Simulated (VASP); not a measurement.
# Si2Sn in VASP: single point with r2SCAN

Aim: the single point of Si2Sn with r2SCAN.

Everything below comes from runs of VASP 6.6.1. Logs are shortened: lines on timing, memory, paths and dates and some standing lists are left out, and cuts for length are marked.

**1. The cell of the first run**

The typed cell holds 3 atoms: a = 3.746 Å, b = 3.746 Å, c = 4.309 Å, α = 90.00°, β = 90.00°, γ = 60.00°.

**2. Single point, r2SCAN**

POSCAR

```
Si2Sn
1.0
    1.8728480000      3.2438630000      0.0000000000
   -1.8728480000      3.2438630000      0.0000000000
    0.0000000000      0.0000000000      4.3091670000
Si Sn
2 1
Direct
    0.3333000000      0.3334000000      0.5000000000
    0.6666000000      0.6667000000      0.5000000000
    0.0000000000      0.0000000000      0.0000000000
```

INCAR.step1

```
SYSTEM = Si2Sn
PREC = Accurate
ENCUT = 520
ISMEAR = 0
SIGMA = 0.0173
LREAL = .False.
LASPH = .True.
NELM = 100
NBANDS = 18
GGA = PE
ALGO = Normal
EDIFF = 1E-4
LWAVE = .True.
LCHARG = .False.
```

INCAR.step2

```
SYSTEM = Si2Sn
PREC = Accurate
ENCUT = 520
EDIFF = 1E-6
ISMEAR = 0
SIGMA = 0.0173
LREAL = .False.
LASPH = .True.
NELM = 100
ALGO = Normal
ISIF = 2
LWAVE = .False.
LCHARG = .False.
METAGGA = R2SCAN
LMIXTAU = .True.
NBANDS = 18
ISTART = 1
```

KPOINTS

```
Automatic mesh
0
Gamma
  12 12 6
  0 0 0
```

Potentials or basis: VASP PAW PBE potentials, release 64 (Si, Sn_d).

Started as:

```sh
cat potpaw_PBE.64/Si/POTCAR potpaw_PBE.64/Sn_d/POTCAR > POTCAR
cp INCAR.step1 INCAR
mpirun -np 1 vasp_std > vasp.out
cp INCAR.step2 INCAR
mpirun -np 1 vasp_std > vasp.out
```

OUTCAR:

```text
SYSTEM = Si2Sn
   PREC = Accurate
   ENCUT = 520
   EDIFF = 1E-6
   ISMEAR = 0
   LREAL = .False.
   LASPH = .True.
   NELM = 100
   ISIF = 2
   METAGGA = R2SCAN
   ISTART = 1

 ion  position               nearest neighbor table
   1  0.333  0.333  0.500-   2 2.16   2 2.16   2 2.16   3 3.05   3 3.05   3 3.05   3 3.05   3 3.05
                             3 3.05
   2  0.667  0.667  0.500-   1 2.16   1 2.16   1 2.16   3 3.05   3 3.05   3 3.05   3 3.05   3 3.05
                             3 3.05
   3  0.000  0.000  0.000-   2 3.05   2 3.05   1 3.05   1 3.05   1 3.05   2 3.05   1 3.05   2 3.05
                             2 3.05   2 3.05   1 3.05   1 3.05

  LATTYP: Found a hexagonal cell.
 ALAT       =     3.7456917644
 C/A-ratio  =     1.1504328896

  Lattice vectors:

 A1 = (   1.8728480000,  -3.2438630000,   0.0000000000)
 A2 = (   1.8728480000,   3.2438630000,   0.0000000000)
 A3 = (   0.0000000000,   0.0000000000,   4.3091670000)

Analysis of symmetry for initial positions (statically):
=====================================================================
 Subroutine PRICEL returns:
 Original cell was already a primitive cell.

 Routine SETGRP: Setting up the symmetry group for a
 hexagonal supercell.

 Subroutine GETGRP returns: Found  4 space group operations
 (whereof  4 operations were pure point group operations)
 out of a pool of 24 trial point group operations.

The static configuration has the point symmetry C_2v.

Analysis of symmetry for dynamics (positions and initial velocities):
=====================================================================
 Subroutine PRICEL returns:
 Original cell was already a primitive cell.

 Routine SETGRP: Setting up the symmetry group for a
 hexagonal supercell.

 Subroutine GETGRP returns: Found  4 space group operations
 (whereof  4 operations were pure point group operations)
 out of a pool of 24 trial point group operations.

The dynamic configuration has the point symmetry C_2v.

 Subroutine INISYM returns: Found  4 space group operations
 (whereof  4 operations are pure point group operations),
 and found     1 'primitive' translations

----------------------------------------------------------------------------------------

                                     Primitive cell

  volume of cell :      52.3586

  direct lattice vectors                    reciprocal lattice vectors
     1.872848000  3.243863000  0.000000000     0.266973081  0.154137212  0.000000000
[... 89 lines left out ...]
   LREAL  =      F    real-space projection
   EDIFFG = 0.1E-04   stopping-criterion for IOM
   NSW    =      0    number of steps for IOM
   IBRION =     -1    ionic relax: 0-MD 1-quasi-New 2-CG
   NFREE  =      0    steps in history (QN), initial steepest desc. (CG)
   ISIF   =      2    stress and relaxation
   ISYM   =      2    0-nonsym 1-usesym 2-fastsym
   POTIM  = 0.5000    time-step for ionic-motion
   TEBEG  =    0.0;   TEEND  =   0.0 temperature during run
   PSTRESS=    0.0 pullay stress
   NELECT =      22.0000    total number of electrons
   NUPDOWN=      -1.0000    fix difference up-down
   EMIN   =  10.00;   EMAX   =-10.00  energy-range for DOS
   EFERMI =   0.00;   METHOD = LEGACY
   ISMEAR =     0;   SIGMA  =   0.02  broadening in eV -4-tet -1-fermi 0-gaus
   EFERMI_NEDOS =   21; number of points for ismear=-14 and -15
   IALGO  =     38    algorithm
   IMIX   =      4    mixing-type and parameters
     AMIX     =   0.40;   BMIX     =  1.00
     AMIX_MAG =   1.60;   BMIX_MAG =  1.00
  volume/ion in A,a.u.               =      17.45       117.78
  Fermi-wavevector in a.u.,A,eV,Ry     =   1.226176  2.317137 20.456475  1.503508
  Thomas-Fermi vector in A             =   2.361187
   LORBIT       =      0    0 simple, 1 ext, 2 COOP (PROOUT), +10 PAW based schemes
   METAGGA = R2SCAN    functional components
   LHFCALC =     F    Hartree Fock is set to
   AEXX    =    0.0000 exact exchange contribution
   IVDW    =     0    specifies the selected vdW correction
   LEPSILON=     F    determine dielectric tensor
   LRPA    =     F    only Hartree local field effects (RPA)
 non-spin polarized calculation
 Gauss-broadening in eV      SIGMA  =   0.02
  energy-cutoff  :      520.00
  volume of cell :       52.36
 maximum number of plane-waves:      1432
   NGX = 13   NGY = 13   NGZ = 17

 number of electron      21.9999995 magnetization

 Free energy of the ion-electron system (eV)
  ---------------------------------------------------
  ext. energy  EPLUGINS =         0.00000000
  ---------------------------------------------------
  free energy    TOTEN  =       -39.85857831 eV

  energy without entropy =      -39.85842065  energy(sigma->0) =      -39.85849948

 E-fermi :  10.1560     XC(G=0): -11.7804

 val. band max:       10.1555480728   @ k =   0.0833   0.0833   0.1667
 cond. band min:      10.2017977196   @ k =  -0.1667   0.2500   0.0000
 fundamental gap:      0.0462496468
 Fermi energy:        10.1560350537

 k-point     1 :       0.0000    0.0000    0.0000
  band No.  band energies     occupation
      1     -12.2792      2.00000
      2     -12.2587      2.00000
      3     -12.2587      2.00000
      4     -12.2442      2.00000
      5     -12.2442      2.00000
      6      -4.7102      2.00000
[... 481 lines left out ...]
      5     -12.2080      2.00000
      6      -2.6029      2.00000
[... 10 lines left out ...]
     17      17.4366      0.00000
     18      19.1055      0.00000

 [... further k-points ...]

------------------------ aborting loop because EDIFF is reached ----------------------------------------

  FORCE on cell =-STRESS in cart. coord.  units (eV):
  Direction    XX          YY          ZZ          XY          YZ          ZX
  --------------------------------------------------------------------------------------
  -------------------------------------------------------------------------------------
  Total        8.9816224      8.9916665      3.6444751      0.0000000      0.0000000      0.0000000
  in kB      274.8381509    275.1455015    111.5211432      0.0000000      0.0000000      0.0000000
  external PRESSURE =     220.5015985 kB  Pullay stress =       0.0000000 kB

 VOLUME and BASIS-vectors are now :
 -----------------------------------------------------------------------------
  energy-cutoff  :      520.00
  volume of cell :       52.36
      direct lattice vectors                 reciprocal lattice vectors
     1.872848000  3.243863000  0.000000000     0.266973081  0.154137212  0.000000000
    -1.872848000  3.243863000  0.000000000    -0.266973081  0.154137212  0.000000000
     0.000000000  0.000000000  4.309167000     0.000000000  0.000000000  0.232063413

 POSITION                                       TOTAL-FORCE (eV/Angst)
 -----------------------------------------------------------------------------------
     -0.00019      2.16268      2.15458         0.000023     -0.004298      0.000000
     -0.00019      4.32504      2.15458         0.000023      0.004298      0.000000
      0.00000      0.00000      0.00000        -0.000045      0.000000      0.000000
 -----------------------------------------------------------------------------------
    total drift:                                0.000003     -0.000000      0.000000

  FREE ENERGIE OF THE ION-ELECTRON SYSTEM (eV)
  ---------------------------------------------------
  free  energy   TOTEN  =       -39.8585783062 eV

  energy  without entropy=      -39.8584206453  energy(sigma->0) =      -39.85849948
```

OUTCAR.step1:

```text
SYSTEM = Si2Sn
   PREC = Accurate
   ENCUT = 520
   ISMEAR = 0
   LREAL = .False.
   LASPH = .True.
[... 732 lines left out ...]
     -0.00019      2.16268      2.15458         0.000083     -0.004105      0.000000
     -0.00019      4.32504      2.15458         0.000083      0.004105      0.000000
      0.00000      0.00000      0.00000        -0.000167      0.000000      0.000000
 -----------------------------------------------------------------------------------
    total drift:                               -0.000021     -0.000000      0.000000

  FREE ENERGIE OF THE ION-ELECTRON SYSTEM (eV)
  ---------------------------------------------------
  free  energy   TOTEN  =       -12.6325697338 eV

  energy  without entropy=      -12.6322163277  energy(sigma->0) =      -12.63239303
```

OSZICAR.step1:

```text
N       E                     dE             d eps       ncg     rms          rms(c)
DAV:   1     0.132352763430E+03    0.13235E+03   -0.10471E+04  6348   0.151E+03
DAV:   2    -0.165480789373E+01   -0.13401E+03   -0.12998E+03  6498   0.362E+02
DAV:   3    -0.129369532235E+02   -0.11282E+02   -0.11074E+02  7912   0.887E+01
DAV:   4    -0.132226541661E+02   -0.28570E+00   -0.28496E+00  7566   0.136E+01
DAV:   5    -0.132306279641E+02   -0.79738E-02   -0.79728E-02  8542   0.238E+00    0.645E+00
DAV:   6    -0.126940682128E+02    0.53656E+00   -0.11064E+00  8108   0.737E+00    0.371E+00
DAV:   7    -0.126383013277E+02    0.55767E-01   -0.29284E-01  7910   0.250E+00    0.136E+00
DAV:   8    -0.126328592047E+02    0.54421E-02   -0.40437E-02  7594   0.165E+00    0.243E-01
DAV:   9    -0.126326038318E+02    0.25537E-03   -0.27011E-03  8402   0.545E-01    0.112E-01
DAV:  10    -0.126325697338E+02    0.34098E-04   -0.30498E-04  6630   0.103E-01
   1 F= -.12632570E+02 E0= -.12632393E+02  d E =-.353406E-03
```

Run time: 6.3 min. Hardware: 1 thread of Intel Xeon Platinum 8259CL at 2.50GHz (Skylake/Cascade Lake), shared host; peak memory 0.28 GiB.

What came out:

```
Free energy            : -39.8586 eV
Pressure               : 22.1 GPa
Largest force          : 0.004 eV/Å
Band gap on the k mesh : zero (bands 11 and 12 overlap by 2.43 eV)
```

Forces in eV/Å, atoms in the order of the input:
```
Si   0.000 -0.004  0.000
Si   0.000  0.004  0.000
Sn   0.000  0.000  0.000
```

Stress tensor (GPa, compression positive):
```
27.48  0.00  0.00
 0.00 27.51  0.00
 0.00  0.00 11.15
```

Levels at points of the mesh, in eV from the Fermi level:
```tsv
k point	band 9	band 10	band 11	band 12	band 13	band 14
(0.00, 0.00, 0.00)	-2.83	-2.83	-0.17	-0.17	1.33	4.60
(0.50, 0.00, 0.00)	-4.27	-2.20	-2.15	-0.94	0.22	3.97
(0.50, 0.50, 0.00)	-4.27	-2.19	-2.15	-0.94	0.22	3.97
(0.00, 0.00, 0.50)	-2.72	1.44	1.44	2.20	2.56	3.26
(0.50, 0.00, 0.50)	-6.27	-4.37	-1.48	0.31	1.28	6.74
(0.50, 0.50, 0.50)	-6.27	-4.37	-1.48	0.31	1.28	6.74
```

Caveat: the cell stands under pressure; the PAW data sets were made with another functional, which shifts forces and pressure a little; spin-orbit coupling is left out, which moves the levels of the heavy elements.
